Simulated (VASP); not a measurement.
# Si16O (a cell with a defect) in VASP: single point with PBE

Aim: the single point of Si16O (a cell with a defect) with PBE.

Everything below comes from runs of VASP 6.6.1. Logs are shortened: lines on timing, memory, paths and dates and some standing lists are left out, and cuts for length are marked.

## Step 1: The cell of the first run

The cell holds a defect, 17 atoms: a = 7.679 Å, b = 7.679 Å, c = 7.679 Å, α = 60.00°, β = 60.00°, γ = 60.00°.

## Step 2: Single point, PBE, collinear spin, zero start

The input, INCAR:

```
  PREC = Accurate
  ENCUT = 520
  EDIFF = 1E-6
  ISMEAR = -1
  SIGMA = 0.05
  LREAL = Auto
  LASPH = True
  NELM = 150
  ALGO = Normal
  ISIF = 2
  LWAVE = False
  LCHARG = True
  ISPIN = 2
  MAGMOM = 0 0 0 0 0 0 0 0 0 0 0 0 0 0 0 0 0
  LORBIT = 11
  GGA = PE
  LELF = True
  LVHAR = True
  NBANDS = 53
```

The input, KPOINTS:

```
Automatic mesh
0
Gamma
  2 2 2
```

The input, POSCAR:

```
Si16O
1.0
    0.0000000000      5.4300000000      5.4300000000
    5.4300000000      0.0000000000      5.4300000000
    5.4300000000      5.4300000000      0.0000000000
Si O
16 1
Direct
    0.0067764273     -0.0122721915      0.0002605893
    0.1107586556      0.1327034070      0.1270008287
   -0.0216739411      0.0195094843      0.5004501842
    0.1178703499      0.1284710866      0.6260011050
   -0.0089265193      0.5019587477      0.0021611418
    0.1265706262      0.6122569982      0.1296232965
   -0.0126797422      0.5030567219      0.5037918969
    0.0979337017      0.6441285451      0.6262182320
    0.4761188766      0.0513588398     -0.0402599448
    0.6332879374      0.0773179558      0.1327140884
    0.4929378453      0.0033741252      0.5043210866
    0.6052264273      0.1819450276      0.5886301105
    0.4996065378      0.4489831492      0.0078595764
    0.6258449355      0.5822585635      0.1194149171
    0.4716248619      0.5533235727      0.4761543278
    0.6123195212      0.6275265193      0.6326928177
    0.5490878453      0.8167848987      0.9392456722
```

Potentials or basis: VASP PAW PBE potentials, release 64 (Si, O).

Launch:

```bash
$ cat potpaw_PBE.64/Si/POTCAR potpaw_PBE.64/O/POTCAR > POTCAR
$ mpirun -np 1 vasp_std > vasp.out
```

OUTCAR:

```text
PREC = Accurate
   ENCUT = 520
   EDIFF = 1E-6
   ISMEAR = -1
   LREAL = Auto
   LASPH = True
   NELM = 150
   ISIF = 2
   ISPIN = 2
   LORBIT = 11
   GGA = PE

 ion  position               nearest neighbor table
   1  0.007  0.988  0.000-   4 2.35  10 2.35   6 2.35   2 2.36
   2  0.111  0.133  0.127-   9 2.31   5 2.32   3 2.34   1 2.36
   3  0.978  0.020  0.500-   2 2.34   4 2.35   8 2.35  12 2.36
   4  0.118  0.128  0.626-   3 2.35   7 2.35   1 2.35  11 2.35
   5  0.991  0.502  0.002-  14 2.31   2 2.32   6 2.34   8 2.36
   6  0.127  0.612  0.130-   5 2.34   7 2.35   1 2.35  13 2.36
   7  0.987  0.503  0.504-   8 2.35   6 2.35   4 2.35  16 2.35
   8  0.098  0.644  0.626-   7 2.35   3 2.35  15 2.35   5 2.36
   9  0.476  0.051  0.960-  17 1.66   2 2.31  10 2.32  12 2.33  14 2.94
  10  0.633  0.077  0.133-   9 2.32  13 2.33   1 2.35  11 2.35
  11  0.493  0.003  0.504-   4 2.35  10 2.35  16 2.36  12 2.38
  12  0.605  0.182  0.589-   9 2.33  15 2.33   3 2.36  11 2.38
  13  0.500  0.449  0.008-  14 2.33  10 2.33   6 2.36  16 2.38
  14  0.626  0.582  0.119-  17 1.66   5 2.31  15 2.32  13 2.33   9 2.94
  15  0.472  0.553  0.476-  14 2.32  12 2.33  16 2.35   8 2.35
  16  0.612  0.628  0.633-   7 2.35  15 2.35  11 2.36  13 2.38
  17  0.549  0.817  0.939-  14 1.66   9 1.66

  LATTYP: Found a face centered cubic cell.
 ALAT       =    10.8600000000

  Lattice vectors:

 A1 = (   0.0000000000,   5.4300000000,   5.4300000000)
 A2 = (   5.4300000000,   0.0000000000,   5.4300000000)
 A3 = (   5.4300000000,   5.4300000000,   0.0000000000)

Analysis of symmetry for initial positions (statically):
=====================================================================
 Subroutine PRICEL returns:
 Original cell was already a primitive cell.

 Routine SETGRP: Setting up the symmetry group for a
 face centered cubic supercell.

 Subroutine GETGRP returns: Found  1 space group operations
 (whereof  1 operations were pure point group operations)
 out of a pool of 48 trial point group operations.

The static configuration has the point symmetry C_1 .

Analysis of symmetry for dynamics (positions and initial velocities):
=====================================================================
 Subroutine PRICEL returns:
 Original cell was already a primitive cell.

 Routine SETGRP: Setting up the symmetry group for a
 face centered cubic supercell.

 Subroutine GETGRP returns: Found  1 space group operations
 (whereof  1 operations were pure point group operations)
 out of a pool of 48 trial point group operations.

The dynamic configuration has the point symmetry C_1 .

Analysis of structural, dynamic, and magnetic symmetry:
=====================================================================
 Subroutine PRICEL returns:
 Original cell was already a primitive cell.

 Routine SETGRP: Setting up the symmetry group for a
 face centered cubic supercell.

 Subroutine GETGRP returns: Found  1 space group operations
 (whereof  1 operations were pure point group operations)
 out of a pool of 48 trial point group operations.

The overall configuration has the point symmetry C_1 .

 Subroutine INISYM returns: Found  1 space group operations
 (whereof  1 operations are pure point group operations),
 and found     1 'primitive' translations

----------------------------------------------------------------------------------------

                                     Primitive cell

  volume of cell :     320.2060

  direct lattice vectors                    reciprocal lattice vectors
     0.000000000  5.430000000  5.430000000    -0.092081031  0.092081031  0.092081031
     5.430000000  0.000000000  5.430000000     0.092081031 -0.092081031  0.092081031
     5.430000000  5.430000000  0.000000000     0.092081031  0.092081031 -0.092081031

  length of vectors
     7.679179644  7.679179644  7.679179644     0.159489025  0.159489025  0.159489025

  position of ions in fractional coordinates (direct lattice)
     0.006776427  0.987727808  0.000260589
     0.110758656  0.132703407  0.127000829
     0.978326059  0.019509484  0.500450184
     0.117870350  0.128471087  0.626001105
     0.991073481  0.501958748  0.002161142
     0.126570626  0.612256998  0.129623297
[... 9 lines left out ...]
     0.612319521  0.627526519  0.632692818
     0.549087845  0.816784899  0.939245672

  ion indices of the primitive-cell ions
   primitive index   ion index
                 1           1
                 2           2
                 3           3
                 4           4
                 5           5
                 6           6
[... 9 lines left out ...]
                16          16
                17          17

----------------------------------------------------------------------------------------

 KPOINTS: Automatic mesh

Automatic generation of k-mesh.
 Grid dimensions read from file:
 generate k-points for:    2    2    2

 Generating k-lattice:

  Cartesian coordinates                     Fractional coordinates (reciprocal lattice)
    -0.046040516  0.046040516  0.046040516     0.500000000  0.000000000  0.000000000
     0.046040516 -0.046040516  0.046040516     0.000000000  0.500000000  0.000000000
     0.046040516  0.046040516 -0.046040516     0.000000000  0.000000000  0.500000000

  Length of vectors
     0.079744512  0.079744512  0.079744512

  Shift w.r.t. Gamma in fractional coordinates (k-lattice)
     0.000000000  0.000000000  0.000000000

 Subroutine IBZKPT returns following result:
 ===========================================

 Found      8 irreducible k-points:

 Following reciprocal coordinates:
            Coordinates               Weight
  0.000000  0.000000  0.000000      1.000000
  0.500000  0.000000  0.000000      1.000000
  0.000000  0.500000  0.000000      1.000000
  0.000000  0.000000  0.500000      1.000000
  0.500000  0.500000  0.500000      1.000000
  0.500000  0.500000  0.000000      1.000000
  0.000000  0.500000  0.500000      1.000000
  0.500000  0.000000  0.500000      1.000000
   k-points           NKPTS =      8   k-points in BZ     NKDIM =      8   number of bands    NBANDS=     53
   number of dos      NEDOS =    301   number of ions     NIONS =     17
   total plane-waves  NPLWV = 216000
   dimension x,y,z NGX =    60 NGY =   60 NGZ =   60
   dimension x,y,z NGXF=   120 NGYF=  120 NGZF=  120
   ions per type =              16   1
   NGX,Y,Z   is equivalent  to a cutoff of  12.99, 12.99, 12.99 a.u.
   NGXF,Y,Z  is equivalent  to a cutoff of  25.98, 25.98, 25.98 a.u.
 SYSTEM =  unknown system
   PREC   = accura    normal or accurate (medium, high low for compatibility)
   ISTART =      0    job   : 0-new  1-cont  2-samecut
   ICHARG =      2    charge: 1-file 2-atom 10-const
   ISPIN  =      2    spin polarized calculation?
   LNONCOLLINEAR =      F non collinear calculations
   LSORBIT =      F    spin-orbit coupling
   LASPH  =      T    aspherical Exc in radial PAW
   ENCUT  =  520.0 eV  38.22 Ry    6.18 a.u.  14.28 14.28 14.28*2*pi/ulx,y,z
   NELM   =    150;   NELMIN=  2; NELMDL= -5     # of ELM steps
   EDIFF  = 0.1E-05   stopping-criterion for ELM
   LREAL  =      T    real-space projection
   EDIFFG = 0.1E-04   stopping-criterion for IOM
   NSW    =      0    number of steps for IOM
   IBRION =     -1    ionic relax: 0-MD 1-quasi-New 2-CG
   NFREE  =      0    steps in history (QN), initial steepest desc. (CG)
   ISIF   =      2    stress and relaxation
   ISYM   =      2    0-nonsym 1-usesym 2-fastsym
   POTIM  = 0.5000    time-step for ionic-motion
   TEBEG  =    0.0;   TEEND  =   0.0 temperature during run
   PSTRESS=    0.0 pullay stress
   NELECT =      70.0000    total number of electrons
   NUPDOWN=      -1.0000    fix difference up-down
   EMIN   =  10.00;   EMAX   =-10.00  energy-range for DOS
   EFERMI =   0.00;   METHOD = LEGACY
   ISMEAR =    -1;   SIGMA  =   0.05  broadening in eV -4-tet -1-fermi 0-gaus
   EFERMI_NEDOS =   21; number of points for ismear=-14 and -15
   IALGO  =     38    algorithm
   IMIX   =      4    mixing-type and parameters
     AMIX     =   0.40;   BMIX     =  1.00
     AMIX_MAG =   1.60;   BMIX_MAG =  1.00
  volume/ion in A,a.u.               =      18.84       127.11
  Fermi-wavevector in a.u.,A,eV,Ry     =   0.986199  1.863645 13.232857  0.972588
  Thomas-Fermi vector in A             =   2.117562
   LORBIT       =     11    0 simple, 1 ext, 2 COOP (PROOUT), +10 PAW based schemes
   GGA     = PE    functional components
   LHFCALC =     F    Hartree Fock is set to
   AEXX    =    0.0000 exact exchange contribution
   IVDW    =     0    specifies the selected vdW correction
   LEPSILON=     F    determine dielectric tensor
   LRPA    =     F    only Hartree local field effects (RPA)
 spin polarized calculation
  energy-cutoff  :      520.00
  volume of cell :      320.21
 maximum number of plane-waves:      8646
 NGX is ok and might be reduce to    60
   NGX = 29   NGY = 29   NGZ = 29

 number of electron      69.9999999 magnetization      -0.0000002

 number of electron      69.9999999 magnetization       0.0000000

 Free energy of the ion-electron system (eV)
  ---------------------------------------------------
  ext. energy  EPLUGINS =         0.00000000
  ---------------------------------------------------
  free energy    TOTEN  =       -92.69592422 eV

  energy without entropy =      -92.69451561  energy(sigma->0) =      -92.69521991

 E-fermi :   6.1386     XC(G=0):  -9.5327

 val. band max:        5.8823611490   @ k =   0.0000   0.0000   0.0000
 cond. band min:       6.3730719462   @ k =   0.0000   0.0000   0.0000
 fundamental gap:      0.4907107972
 Fermi energy:         6.1386361864

 spin component 1

 k-point     1 :       0.0000    0.0000    0.0000
  band No.  band energies     occupation
      1     -14.4467      1.00000
      2      -5.8114      1.00000
      3      -4.3857      1.00000
      4      -3.6897      1.00000
      5      -3.6681      1.00000
      6      -3.3233      1.00000
[... 39 lines left out ...]
     46       8.6602      0.00000
     47       8.7006      0.00000
[... 308 lines left out ...]
      6      -3.9635      1.00000
[... 39 lines left out ...]
     46      10.1958      0.00000
     47      10.4755      0.00000
 Fermi energy:         6.1386361864

 spin component 2

 k-point     1 :       0.0000    0.0000    0.0000
  band No.  band energies     occupation
      1     -14.4467      1.00000
      2      -5.8114      1.00000
      3      -4.3857      1.00000
      4      -3.6897      1.00000
      5      -3.6681      1.00000
      6      -3.3233      1.00000
[... 39 lines left out ...]
     46       8.6602      0.00000
     47       8.7006      0.00000
[... 308 lines left out ...]
      6      -3.9635      1.00000
[... 39 lines left out ...]
     46      10.1958      0.00000
     47      10.4755      0.00000
 [bands above 47 left out]

------------------------ aborting loop because EDIFF is reached ----------------------------------------

  FORCE on cell =-STRESS in cart. coord.  units (eV):
  Direction    XX          YY          ZZ          XY          YZ          ZX
  --------------------------------------------------------------------------------------
  -------------------------------------------------------------------------------------
  Total        8.4654736      8.4299997      9.0709756     -3.0149068     -2.3112900      2.2824239
  in kB       42.3576990     42.1802024     45.3873784    -15.0853358    -11.5647310     11.4202971
  external PRESSURE =      43.3084266 kB  Pullay stress =       0.0000000 kB

 VOLUME and BASIS-vectors are now :
 -----------------------------------------------------------------------------
  energy-cutoff  :      520.00
  volume of cell :      320.21
      direct lattice vectors                 reciprocal lattice vectors
     0.000000000  5.430000000  5.430000000    -0.092081031  0.092081031  0.092081031
     5.430000000  0.000000000  5.430000000     0.092081031 -0.092081031  0.092081031
     5.430000000  5.430000000  0.000000000     0.092081031  0.092081031 -0.092081031

 POSITION                                       TOTAL-FORCE (eV/Angst)
 -----------------------------------------------------------------------------------
      5.36478      0.03821      5.40016        -0.011504     -0.018894     -0.001119
      1.41019      1.29103      1.32200        -0.001766      0.015657     -0.001381
      2.82338      8.02976      5.41825         0.012908     -0.003867     -0.001359
      4.09678      4.03922      1.33763        -0.002898      0.007398      0.011534
      2.73737      5.39326      8.10717        -0.000412     -0.006704      0.005379
      4.02841      1.39113      4.01183         0.017407      0.011366      0.000157
[... 9 lines left out ...]
      6.84299      6.76042      6.73236         0.000509     -0.006126      0.005675
      9.53525      8.08165      7.41669        -0.026108     -0.013471     -0.013868
 -----------------------------------------------------------------------------------
    total drift:                                0.002593     -0.003419     -0.008036

  FREE ENERGIE OF THE ION-ELECTRON SYSTEM (eV)
  ---------------------------------------------------
  free  energy   TOTEN  =       -92.6959242210 eV

  energy  without entropy=      -92.6945156089  energy(sigma->0) =      -92.69521991

 total charge

# of ion       s       p       d       tot
------------------------------------------
    1        0.740   0.948   0.000   1.689
    2        0.744   0.978   0.000   1.722
    3        0.739   0.954   0.000   1.693
    4        0.738   0.960   0.000   1.698
    5        0.744   0.978   0.000   1.722
    6        0.739   0.954   0.000   1.693
[... 9 lines left out ...]
   16        0.744   0.936   0.000   1.681
   17        1.576   3.598   0.000   5.174
--------------------------------------------------
tot         13.462  18.890   0.000  32.352

 magnetization (x)

# of ion       s       p       d       tot
------------------------------------------
    1       -0.000  -0.000   0.000  -0.000
    2        0.000  -0.000   0.000   0.000
    3       -0.000  -0.000   0.000  -0.000
    4       -0.000  -0.000   0.000  -0.000
    5        0.000   0.000   0.000   0.000
    6       -0.000  -0.000   0.000  -0.000
[... 9 lines left out ...]
   16        0.000   0.000   0.000   0.000
   17       -0.000  -0.000   0.000  -0.000
--------------------------------------------------
tot         -0.000  -0.000   0.000  -0.000
```

Wall time 11 min (1 thread of AMD EPYC 9R14 (Zen 4), shared host); peak memory 0.68 GiB.

What came out:

```yaml
Free_energy: -92.6959 eV
Pressure: 4.3 GPa
Largest_force: 0.075 eV/Å
Band_gap_on_the_k_mesh: 0.49 eV
Net_moment: 0.00 μB per cell
Valence_electrons_inside_the_program's_atomic_spheres: Si 1.69, 1.72, 1.70, 1.71, 1.68 (each value once); O 5.17
```

Forces in eV/Å, atoms in the order of the input:
```
Si  -0.012 -0.019 -0.001
Si  -0.002  0.016 -0.001
Si   0.013 -0.004 -0.001
Si  -0.003  0.007  0.012
Si   0.000 -0.007  0.005
Si   0.017  0.011  0.000
Si  -0.002 -0.005 -0.014
Si  -0.008  0.000  0.005
Si   0.035 -0.014  0.062
Si   0.025  0.002 -0.008
Si  -0.002 -0.009 -0.005
Si  -0.001 -0.003 -0.004
Si  -0.013 -0.005  0.006
Si  -0.023  0.049 -0.051
Si   0.001 -0.001  0.005
Si   0.001 -0.006  0.006
O   -0.026 -0.013 -0.014
```

Caveat: the k points lie up to 0.50 Å⁻¹ apart.
